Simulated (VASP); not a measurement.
## CaAl35N35 (a cell with a defect): single point with PBE

CaAl35N35 (a cell with a defect):

```
Al N Ca
1.0
     9.38927    0.00000    0.00000
    -4.69464    8.13135    0.00000
     0.00000    0.00000   10.03481
Al N Ca
35 35 1
Cartesian
  1.5954 0.9155 2.4959
  -0.0076 1.3666 5.2115
  1.6296 0.8963 7.5573
  0.0115 1.6948 10.0081
  0.0153 3.6155 1.7599
  -1.9546 4.7210 5.2135
  0.0167 3.6150 7.6633
  -1.6496 4.5728 10.0083
  -1.5333 6.3334 2.4949
  -3.1053 7.2347 5.0032
  -1.5309 6.3729 7.5565
  -3.1174 7.2277 10.0579
  4.7064 0.9055 2.5155
  3.1874 1.8195 5.0332
  4.7079 0.9048 7.5400
  3.1618 1.8067 10.0431
  3.1839 3.5974 2.4944
  3.1335 3.6187 7.5338
  1.6697 4.5734 9.9629
  1.5859 6.3762 2.4905
  0.0441 7.2713 5.0336
  1.5778 6.3167 7.5361
  0.0204 7.2478 10.0435
  7.8364 0.9043 2.5074
  6.2554 1.7964 5.0328
  7.7863 0.8767 7.5612
  6.2624 1.8009 10.0584
  6.2710 3.6120 2.5067
  4.6276 4.5087 5.0110
  6.2240 3.5791 7.5612
  4.7104 4.5271 10.0455
  4.7137 6.3269 2.5056
  3.1041 7.1672 5.0139
  4.7091 6.3227 7.5275
  3.1540 7.2264 10.0446
  1.5829 0.9307 4.4269
  0.0202 1.7792 1.9048
  1.5932 0.8931 9.4410
  0.0110 1.8162 6.9923
  -1.5710 4.5337 1.9035
  -0.0085 3.6052 9.6436
  -1.5411 4.5046 6.9877
  -1.5250 6.3156 4.4276
  -3.1027 7.2331 1.9366
  -1.5552 6.3475 9.4400
  -3.1056 7.2294 6.9091
  4.7041 0.9091 4.4238
  3.1482 1.7970 1.9027
  4.7114 0.9100 9.4406
  3.1526 1.8082 6.9375
  3.2205 3.5392 4.3613
  1.6038 4.5346 1.9255
  3.1764 3.6050 9.4511
  1.5387 4.4942 7.1203
  1.5577 6.4549 4.3598
  0.0078 7.2368 1.9032
  1.5838 6.3664 9.4532
  0.0217 7.2333 6.9373
  7.8266 0.9096 4.4242
  6.2820 1.8094 1.9309
  7.8186 0.8963 9.4432
  6.2723 1.8021 6.9330
  6.2650 3.6018 4.4229
  4.7316 4.5286 1.9088
  6.2545 3.6045 9.4425
  4.7148 4.5184 6.9192
  4.7197 6.3321 4.4272
  3.1696 7.2416 1.9070
  4.7164 6.3315 9.4368
  3.1518 7.2273 6.9218
  1.2184 4.3324 4.8233
```

```json
{
 "Program": "VASP 6.6.1",
 "Task": "single point",
 "Functional": "PBE",
 "Potentials or basis": "VASP PAW PBE potentials, release 64 (Al, N, Ca_sv)",
 "Cutoff": "520 eV",
 "k mesh": "1 × 1 × 1, shifted",
 "Occupations": "fermi-dirac, width 0.01 eV",
 "Spin": "no spin polarisation",
 "Dipole correction": "no",
 "Charge": "2",
 "Further INCAR settings": "LREAL = Auto; ALGO = Normal; EDIFF = 1e-06; NBANDS = 186; NELECT = 288.0"
}
```

```json
{"Largest force": "0.131 eV/Å"}
```

Forces on the atoms (eV/Å):
```
Al   0.018 -0.021 -0.014
Al  -0.033 -0.026  0.011
Al   0.036 -0.021  0.004
Al  -0.027  0.020  0.008
Al   0.038 -0.020 -0.004
Al  -0.020  0.016 -0.027
Al   0.026 -0.004  0.006
Al  -0.029  0.018 -0.010
Al   0.035 -0.016  0.005
Al  -0.013 -0.005 -0.002
Al   0.034 -0.021 -0.001
Al  -0.022  0.015  0.003
Al   0.031 -0.023  0.007
Al  -0.007  0.003  0.005
Al   0.026 -0.016  0.000
Al  -0.027  0.015 -0.001
Al   0.017 -0.005 -0.009
Al   0.028 -0.016 -0.001
Al  -0.030  0.013  0.015
Al   0.028 -0.014  0.034
Al  -0.001 -0.002 -0.009
Al   0.023 -0.024 -0.004
Al  -0.026  0.017  0.006
Al   0.025 -0.021  0.009
Al  -0.021  0.004  0.001
Al   0.009 -0.013  0.011
Al  -0.022  0.012  0.001
Al   0.027 -0.015  0.005
Al  -0.036  0.016 -0.006
Al   0.029 -0.015 -0.001
Al  -0.028  0.010  0.000
Al   0.014 -0.007 -0.003
Al  -0.035  0.012  0.004
Al   0.018 -0.017  0.001
Al  -0.026  0.016  0.005
N    0.011 -0.008  0.007
N   -0.024  0.030 -0.016
N    0.045 -0.028  0.000
N   -0.028  0.023 -0.034
N   -0.053  0.032  0.028
N    0.040 -0.025 -0.018
N   -0.033  0.017  0.015
N    0.019 -0.019  0.004
N   -0.034  0.027 -0.007
N    0.029 -0.025  0.008
N   -0.044  0.031 -0.006
N    0.015 -0.021 -0.007
N   -0.040  0.025  0.000
N    0.032 -0.022 -0.003
N   -0.042  0.019  0.005
N    0.131 -0.003  0.008
N   -0.035  0.004 -0.027
N    0.055 -0.030  0.010
N   -0.041  0.027  0.031
N   -0.013  0.027 -0.043
N   -0.045  0.024 -0.008
N    0.037 -0.024 -0.015
N   -0.041  0.022  0.005
N    0.034  0.011  0.000
N   -0.037  0.027  0.000
N    0.038 -0.012 -0.011
N   -0.034  0.028 -0.003
N    0.023  0.006  0.001
N   -0.036  0.018 -0.002
N    0.039 -0.007  0.003
N   -0.043  0.025  0.003
N    0.053 -0.017  0.005
N   -0.029  0.017  0.001
N    0.044 -0.023 -0.001
N   -0.030  0.023 -0.002
Ca  -0.024 -0.064  0.017
```

Levels at points of the mesh, in eV from the Fermi level:
| k point | band 141 | band 142 | band 143 | band 144 | band 145 | band 146 | band 147 | band 148 |
| --- | --- | --- | --- | --- | --- | --- | --- | --- |
| (0.25, 0.25, 0.25) | -0.80 | -0.68 | -0.46 | -0.33 | 1.72 | 3.68 | 3.89 | 4.14 |

It took 30 min on 1 thread of Intel(R) Xeon(R) Platinum 8259CL CPU @ 2.50GHz (Skylake/Cascade Lake) (shared host), peak memory 1.1 GiB.

Caveat: the cell carries a net charge on a neutralising background, which shifts energy and pressure; the cell is charged against a uniform background, so pressure and absolute levels hang on convention.
